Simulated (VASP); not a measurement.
Set up this calculation in VASP 6.6.1, as the native input.

```yaml
Task: single point
Functional: PBEsol
Potentials_or_basis: VASP PAW PBE potentials, release 64 (K_sv, Ta_pv, O)
Cutoff: 520 eV
k_mesh: 8 × 8 × 8
Occupations: gaussian, width 0.05 eV
Spin: no spin polarisation
Dipole_correction: no
Further_INCAR_settings: ALGO = Normal; EDIFF = 1e-06; NBANDS = 27
```

The structure of KTaO3 lies in POSCAR:

```
KTaO3
1.0
    4.1007051413      0.0000000000      0.0000000000
    0.0000000000      4.1007051413      0.0000000000
    0.0000000000      0.0000000000      3.7726487300
K Ta O
1 1 3
Direct
    0.5000000000      0.5000000000      0.5000000000
    0.0000000000      0.0000000000      0.0000000000
    0.5000000000      0.0000000000      0.0000000000
    0.0000000000      0.5000000000      0.0000000000
    0.0000000000      0.0000000000      0.5000000000
```

This cell differs from its parent crystal: ratio of the length along z to the lengths across it x 0.92, volume and fractional coordinates fixed.

These files were run (other wordings do the same):

INCAR

```
  ALGO = Normal
  EDIFF = 1E-6
  ENCUT = 520
  GGA = PS
  ISIF = 2
  ISMEAR = 0
  LASPH = T
  LCHARG = F
  LREAL = F
  LWAVE = F
  NBANDS = 27
  NELM = 80
  PREC = Accurate
  SIGMA = 0.05
```

KPOINTS

```
k-points
0
Gamma
  8 8 8
```

Potentials or basis: VASP PAW PBE potentials, release 64 (K_sv, Ta_pv, O).

Launch:

```console
$ cat potpaw_PBE.64/K_sv/POTCAR potpaw_PBE.64/Ta_pv/POTCAR potpaw_PBE.64/O/POTCAR > POTCAR
$ mpirun -np 1 vasp_std > vasp.out
```

Results of the run:

```json
{
 "Pressure": "3.1 GPa",
 "Band gap on the k mesh": "1.93 eV (least direct gap 2.49 eV)"
}
```

Caveat: the stress differs along the axes, from -9 to 27 GPa; the PAW data sets were made with another functional, which shifts forces and pressure a little; spin-orbit coupling is left out, which moves the levels of the heavy elements.

Run time: 69 s on 1 thread of Intel(R) Xeon(R) Platinum 8488C (Sapphire Rapids), with other jobs on the host, peak memory 0.25 GiB.
